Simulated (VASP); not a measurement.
Wanted: the native input for a VASP 6.6.1 run.

```
Task                   : single point
Functional             : PBE
Dispersion             : D3(BJ)
Potentials or basis    : VASP PAW PBE potentials, release 64 (Al)
Cutoff                 : 520 eV
k mesh                 : 20 × 20 × 20
Occupations            : gaussian, width 0.15 eV
Spin                   : no spin polarisation
Dipole correction      : no
Further INCAR settings : ALGO = Normal; EDIFF = 1e-06; NBANDS = 8
```

The structure of Al lies in POSCAR:

```
Al
1.0
    0.0000000000      2.0239800000      2.1150591000
    2.0239800000      0.0000000000      2.1150591000
    2.0239800000      2.0239800000      0.0000000000
Al
1
Direct
    0.0000000000      0.0000000000      0.0000000000
```

This cell differs from its parent crystal: strain +0.0450 x Voigt [0, 0, 1, 0, 0, 0].

The input as run:

INCAR

```
ALGO = Normal
EDIFF = 1E-6
ENCUT = 520
GGA = PE
ISIF = 2
ISMEAR = 0
IVDW = 12
LASPH = T
LCHARG = F
LREAL = F
LWAVE = F
NBANDS = 8
NELM = 60
PREC = Accurate
SIGMA = 0.15
```

KPOINTS

```
k-points
0
Gamma
  20 20 20
```

Potentials or basis: VASP PAW PBE potentials, release 64 (Al).

The run is started by

```bash
$ cat potpaw_PBE.64/Al/POTCAR > POTCAR
$ mpirun -np 1 vasp_std > vasp.out
```

It gave:

```
Pressure                   : -6.4 GPa
Dispersion energy per atom : -0.320 eV
```

Caveat: the cell differs from its parent crystal (strain +0.0450 x Voigt [0, 0, 1, 0, 0, 0]); pairwise dispersion overbinds metals, which lowers pressure and volume.

Run time: 69 s on 1 thread of Intel Xeon 6975P-C, with other jobs on the host, peak memory 0.2 GiB.
